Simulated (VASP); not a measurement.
# SiO2 (I4_1/amd) in VASP: single point with r2SCAN

Aim: the single point of SiO2 with r2SCAN.

Everything below comes from runs of VASP 6.6.1. Logs are shortened: lines on timing, memory, paths and dates and some standing lists are left out, and cuts for length are marked.

### 1 The cell of the first run

The structure is tetragonal, space group I4_1/amd (No. 141). The conventional cell has a = 3.490 Å, b = 3.490 Å, c = 8.406 Å, α = 90.00°, β = 90.00°, γ = 90.00°. Within 2.3 Å of Si (site symmetry -4m2) lie 6 O at 1.76 to 1.78 Å. Within 2.3 Å of O (site symmetry 2mm) lie 3 Si at 1.76 to 1.78 Å and 2 O at 2.25 Å.

### 2 Single point, r2SCAN

The input, POSCAR:

```
SiO2
1.0
   -1.7448856755      1.7448856755      4.2030844887
    1.7448856755     -1.7448856755      4.2030844887
    1.7448856755      1.7448856755     -4.2030844887
Si O
2 4
Direct
    0.7500000000      0.2500000000      0.5000000000
    0.0000000000      0.0000000000      0.0000000000
    0.5409502156      0.0409502156      0.5000000000
    0.7909502156      0.7909502156      0.0000000000
    0.2090497844      0.2090497844      0.0000000000
    0.9590497844      0.4590497844      0.5000000000
```

The input, INCAR.step1:

```
PREC = Accurate
ENCUT = 520
ISMEAR = 0
SIGMA = 0.01
LREAL = F
LASPH = T
NELM = 60
NBANDS = 25
GGA = PE
ALGO = Normal
EDIFF = 1E-4
LWAVE = T
LCHARG = F
```

The input, INCAR.step2:

```
PREC = Accurate
ENCUT = 520
EDIFF = 1E-6
ISMEAR = 0
SIGMA = 0.01
LREAL = F
LASPH = T
NELM = 60
ALGO = Normal
ISIF = 2
LWAVE = F
LCHARG = T
METAGGA = R2SCAN
LMIXTAU = T
LELF = T
LVHAR = T
NBANDS = 25
ISTART = 1
```

The input, KPOINTS:

```
regular mesh
0
Gamma
  10 10 10
```

Potentials or basis: VASP PAW PBE potentials, release 64 (Si, O).

Run with:

```bash
cat potpaw_PBE.64/Si/POTCAR potpaw_PBE.64/O/POTCAR > POTCAR
cp INCAR.step1 INCAR
mpirun -np 1 vasp_std > vasp.out
cp INCAR.step2 INCAR
mpirun -np 1 vasp_std > vasp.out
```

OUTCAR:

```text
PREC = Accurate
   ENCUT = 520
   EDIFF = 1E-6
   ISMEAR = 0
   LREAL = F
   LASPH = T
   NELM = 60
   ISIF = 2
   METAGGA = R2SCAN
   ISTART = 1

 ion  position               nearest neighbor table
   1  0.750  0.250  0.500-   3 1.76   6 1.76   5 1.78   4 1.78   4 1.78   5 1.78   2 2.73   2 2.73
                             2 2.73   2 2.73
   2  0.000  0.000  0.000-   4 1.76   5 1.76   3 1.78   6 1.78   3 1.78   6 1.78   1 2.73   1 2.73
                             1 2.73   1 2.73
   3  0.541  0.041  0.500-   1 1.76   2 1.78   2 1.78
   4  0.791  0.791  0.000-   2 1.76   1 1.78   1 1.78
   5  0.209  0.209  0.000-   2 1.76   1 1.78   1 1.78
   6  0.959  0.459  0.500-   1 1.76   2 1.78   2 1.78

  LATTYP: Found a body centered tetragonal cell.
 ALAT       =     3.4897713510
 C/A-ratio  =     2.4088022199

  Lattice vectors:

 A1 = (  -1.7448856755,   1.7448856755,   4.2030844887)
 A2 = (   1.7448856755,  -1.7448856755,   4.2030844887)
 A3 = (   1.7448856755,   1.7448856755,  -4.2030844887)

Analysis of symmetry for initial positions (statically):
=====================================================================
 Subroutine PRICEL returns:
 Original cell was already a primitive cell.

 Routine SETGRP: Setting up the symmetry group for a
 body centered tetragonal supercell.

 Subroutine GETGRP returns: Found 16 space group operations
 (whereof  8 operations were pure point group operations)
 out of a pool of 16 trial point group operations.

The static configuration has the point symmetry D_2d.
 The point group associated with its full space group is D_4h.

Analysis of symmetry for dynamics (positions and initial velocities):
=====================================================================
 Subroutine PRICEL returns:
 Original cell was already a primitive cell.

 Routine SETGRP: Setting up the symmetry group for a
 body centered tetragonal supercell.

 Subroutine GETGRP returns: Found 16 space group operations
 (whereof  8 operations were pure point group operations)
 out of a pool of 16 trial point group operations.

The dynamic configuration has the point symmetry D_2d.
 The point group associated with its full space group is D_4h.

 Subroutine INISYM returns: Found 16 space group operations
 (whereof  8 operations are pure point group operations),
 and found     1 'primitive' translations

----------------------------------------------------------------------------------------

                                     Primitive cell

  volume of cell :      51.1873

  direct lattice vectors                    reciprocal lattice vectors
    -1.744885675  1.744885675  4.203084489     0.000000000  0.286551725  0.118960254
     1.744885675 -1.744885675  4.203084489     0.286551725  0.000000000  0.118960254
     1.744885675  1.744885675 -4.203084489     0.286551725  0.286551725  0.000000000

  length of vectors
     4.873927704  4.873927704  4.873927704     0.310263490  0.310263490  0.405245336

  position of ions in fractional coordinates (direct lattice)
     0.750000000  0.250000000  0.500000000
     0.000000000  0.000000000  0.000000000
     0.540950216  0.040950216  0.500000000
     0.790950216  0.790950216  0.000000000
     0.209049784  0.209049784  0.000000000
     0.959049784  0.459049784  0.500000000

  ion indices of the primitive-cell ions
   primitive index   ion index
                 1           1
                 2           2
                 3           3
                 4           4
                 5           5
                 6           6

----------------------------------------------------------------------------------------

 KPOINTS: regular mesh

Automatic generation of k-mesh.
 Grid dimensions read from file:
 generate k-points for:   10   10   10

 Generating k-lattice:

  Cartesian coordinates                     Fractional coordinates (reciprocal lattice)
     0.000000000  0.028655172  0.011896025     0.100000000  0.000000000 -0.000000000
     0.028655172  0.000000000  0.011896025     0.000000000  0.100000000 -0.000000000
     0.028655172  0.028655172  0.000000000     0.000000000  0.000000000  0.100000000

  Length of vectors
     0.031026349  0.031026349  0.040524534

  Shift w.r.t. Gamma in fractional coordinates (k-lattice)
     0.000000000  0.000000000  0.000000000

 Subroutine IBZKPT returns following result:
 ===========================================

 Found    102 irreducible k-points:

 Following reciprocal coordinates:
            Coordinates               Weight
  0.000000  0.000000  0.000000      1.000000
  0.100000  0.000000  0.000000      8.000000
  0.200000  0.000000  0.000000      8.000000
  0.300000 -0.000000  0.000000      8.000000
  0.400000 -0.000000  0.000000      8.000000
  0.500000  0.000000  0.000000      4.000000
[... 16 lines left out ...]
  0.300000  0.300000  0.000000      8.000000
  0.400000  0.300000  0.000000     16.000000
 [... further k-points ...]
   k-points           NKPTS =    102   k-points in BZ     NKDIM =    102   number of bands    NBANDS=     25
   number of dos      NEDOS =    301   number of ions     NIONS =      6
   total plane-waves  NPLWV =  46656
   dimension x,y,z NGX =    36 NGY =   36 NGZ =   36
   dimension x,y,z NGXF=    72 NGYF=   72 NGZF=   72
   ions per type =               2   4
   NGX,Y,Z   is equivalent  to a cutoff of  12.28, 12.28, 12.28 a.u.
   NGXF,Y,Z  is equivalent  to a cutoff of  24.56, 24.56, 24.56 a.u.
 SYSTEM =  unknown system
   PREC   = accura    normal or accurate (medium, high low for compatibility)
   ISTART =      1    job   : 0-new  1-cont  2-samecut
   ICHARG =      0    charge: 1-file 2-atom 10-const
   ISPIN  =      1    spin polarized calculation?
   LNONCOLLINEAR =      F non collinear calculations
   LSORBIT =      F    spin-orbit coupling
   LASPH  =      T    aspherical Exc in radial PAW
   ENCUT  =  520.0 eV  38.22 Ry    6.18 a.u.   9.06  9.06  9.06*2*pi/ulx,y,z
   NELM   =     60;   NELMIN=  2; NELMDL=  0     # of ELM steps
   EDIFF  = 0.1E-05   stopping-criterion for ELM
   LREAL  =      F    real-space projection
   EDIFFG = 0.1E-04   stopping-criterion for IOM
   NSW    =      0    number of steps for IOM
   IBRION =     -1    ionic relax: 0-MD 1-quasi-New 2-CG
   NFREE  =      0    steps in history (QN), initial steepest desc. (CG)
   ISIF   =      2    stress and relaxation
   ISYM   =      2    0-nonsym 1-usesym 2-fastsym
   POTIM  = 0.5000    time-step for ionic-motion
   TEBEG  =    0.0;   TEEND  =   0.0 temperature during run
   PSTRESS=    0.0 pullay stress
   NELECT =      32.0000    total number of electrons
   NUPDOWN=      -1.0000    fix difference up-down
   EMIN   =  10.00;   EMAX   =-10.00  energy-range for DOS
   EFERMI =   0.00;   METHOD = LEGACY
   ISMEAR =     0;   SIGMA  =   0.01  broadening in eV -4-tet -1-fermi 0-gaus
   EFERMI_NEDOS =   21; number of points for ismear=-14 and -15
   IALGO  =     38    algorithm
   IMIX   =      4    mixing-type and parameters
     AMIX     =   0.40;   BMIX     =  1.00
     AMIX_MAG =   1.60;   BMIX_MAG =  1.00
  volume/ion in A,a.u.               =       8.53        57.57
  Fermi-wavevector in a.u.,A,eV,Ry     =   1.399816  2.645268 26.660391  1.959483
  Thomas-Fermi vector in A             =   2.522838
   LORBIT       =      0    0 simple, 1 ext, 2 COOP (PROOUT), +10 PAW based schemes
   METAGGA = R2SCAN    functional components
   LHFCALC =     F    Hartree Fock is set to
   AEXX    =    0.0000 exact exchange contribution
   IVDW    =     0    specifies the selected vdW correction
   LEPSILON=     F    determine dielectric tensor
   LRPA    =     F    only Hartree local field effects (RPA)
 non-spin polarized calculation
 Gauss-broadening in eV      SIGMA  =   0.01
  energy-cutoff  :      520.00
  volume of cell :       51.19
 maximum number of plane-waves:      1416
   NGX = 19   NGY = 19   NGZ = 19

 number of electron      32.0000010 magnetization

 Free energy of the ion-electron system (eV)
  ---------------------------------------------------
  ext. energy  EPLUGINS =         0.00000000
  ---------------------------------------------------
  free energy    TOTEN  =       -58.35183990 eV

  energy without entropy =      -58.35183990  energy(sigma->0) =      -58.35183990

 E-fermi :   5.7548     XC(G=0): -12.1743

 val. band max:        5.6968511540   @ k =  -0.4000   0.4000   0.0000
 cond. band min:      12.9148535431   @ k =   0.0000   0.0000   0.0000
 fundamental gap:      7.2180023891
 Fermi energy:         5.7547774186

 k-point     1 :       0.0000    0.0000    0.0000
  band No.  band energies     occupation
      1     -16.9116      2.00000
      2     -13.9060      2.00000
      3     -12.8587      2.00000
      4     -12.0401      2.00000
      5      -2.0964      2.00000
      6      -2.0964      2.00000
[... 17 lines left out ...]
     24      20.8634      0.00000
     25      20.8634      0.00000

 k-point     2 :       0.1000    0.0000    0.0000
  band No.  band energies     occupation
      1     -16.8300      2.00000
      2     -13.9614      2.00000
      3     -12.8250      2.00000
      4     -12.1291      2.00000
      5      -2.4327      2.00000
      6      -2.0932      2.00000
[... 17 lines left out ...]
     24      20.9045      0.00000
     25      20.9127      0.00000

 k-point     3 :       0.2000    0.0000    0.0000
  band No.  band energies     occupation
      1     -16.5943      2.00000
      2     -14.0822      2.00000
      3     -12.8166      2.00000
      4     -12.3382      2.00000
      5      -2.8260      2.00000
      6      -2.0789      2.00000
[... 552 lines left out ...]
 k-point    23 :       0.3000    0.3000    0.0000
  band No.  band energies     occupation
      1     -15.4246      2.00000
      2     -14.4354      2.00000
      3     -13.1295      2.00000
      4     -13.0459      2.00000
      5      -3.9415      2.00000
      6      -2.3121      2.00000
[... 17 lines left out ...]
     24      20.7384      0.00000
     25      22.0246      0.00000

 k-point    24 :       0.4000    0.3000    0.0000
  band No.  band energies     occupation
      1     -15.0558      2.00000
      2     -14.3645      2.00000
      3     -13.5587      2.00000
      4     -13.0598      2.00000
      5      -4.0092      2.00000
      6      -2.7818      2.00000
[... 17 lines left out ...]
     24      21.0579      0.00000
     25      21.8188      0.00000

 [... further k-points ...]

------------------------ aborting loop because EDIFF is reached ----------------------------------------

  FORCE on cell =-STRESS in cart. coord.  units (eV):
  Direction    XX          YY          ZZ          XY          YZ          ZX
  --------------------------------------------------------------------------------------
  -------------------------------------------------------------------------------------
  Total        0.0471437      0.0471437      0.3021505      0.0000000     -0.0000000      0.0000000
  in kB        1.4756113      1.4756113      9.4574031      0.0000000     -0.0000000      0.0000000
  external PRESSURE =       4.1362086 kB  Pullay stress =       0.0000000 kB

 VOLUME and BASIS-vectors are now :
 -----------------------------------------------------------------------------
  energy-cutoff  :      520.00
  volume of cell :       51.19
      direct lattice vectors                 reciprocal lattice vectors
    -1.744885675  1.744885675  4.203084489     0.000000000  0.286551725  0.118960254
     1.744885675 -1.744885675  4.203084489     0.286551725  0.000000000  0.118960254
     1.744885675  1.744885675 -4.203084489     0.286551725  0.286551725  0.000000000

 POSITION                                       TOTAL-FORCE (eV/Angst)
 -----------------------------------------------------------------------------------
      0.00000      1.74489      2.10154         0.000000      0.000000     -0.000000
      0.00000      0.00000      0.00000         0.000000      0.000000     -0.000000
      0.00000      1.74489      0.34423         0.000000     -0.000000     -0.009573
      0.00000      0.00000      6.64886        -0.000000      0.000000     -0.009573
      0.00000      0.00000      1.75731        -0.000000      0.000000      0.009573
     -0.00000      1.74489      3.85885         0.000000     -0.000000      0.009573
 -----------------------------------------------------------------------------------
    total drift:                               -0.000000      0.000000     -0.000000

  FREE ENERGIE OF THE ION-ELECTRON SYSTEM (eV)
  ---------------------------------------------------
  free  energy   TOTEN  =       -58.3518398996 eV

  energy  without entropy=      -58.3518398996  energy(sigma->0) =      -58.35183990
```

It took 16 min on 1 thread of Intel Xeon 8259CL, shared host; peak memory 0.27 GiB.

What came out:

- Free energy: -58.3518 eV
- Pressure: 0.4 GPa
- Largest force: 0.010 eV/Å
- Band gap on the k mesh: 7.22 eV (least direct gap 7.98 eV)

Forces on the atoms (eV/Å):
```
Si   0.000  0.000  0.000
Si   0.000  0.000  0.000
O    0.000  0.000 -0.010
O    0.000  0.000 -0.010
O    0.000  0.000  0.010
O    0.000  0.000  0.010
```

Levels at points of the mesh, in eV from the valence-band top:
| k point | band 14 | band 15 | band 16 | band 17 | band 18 | band 19 |
| --- | --- | --- | --- | --- | --- | --- |
| (0.00, 0.00, 0.00) | -0.89 | -0.76 | -0.76 | 7.22 | 9.68 | 12.02 |
| (0.50, 0.00, 0.00) | -1.96 | -1.37 | -1.32 | 9.92 | 10.24 | 12.19 |
| (0.50, 0.50, 0.00) | -2.14 | -0.08 | -0.08 | 10.85 | 10.85 | 12.26 |
| (0.50, 0.50, 0.50) | -2.17 | -0.52 | -0.52 | 8.41 | 8.41 | 11.23 |

Caveat: the PAW data sets were made with another functional, which shifts forces and pressure a little. A k mesh can miss the band edges.
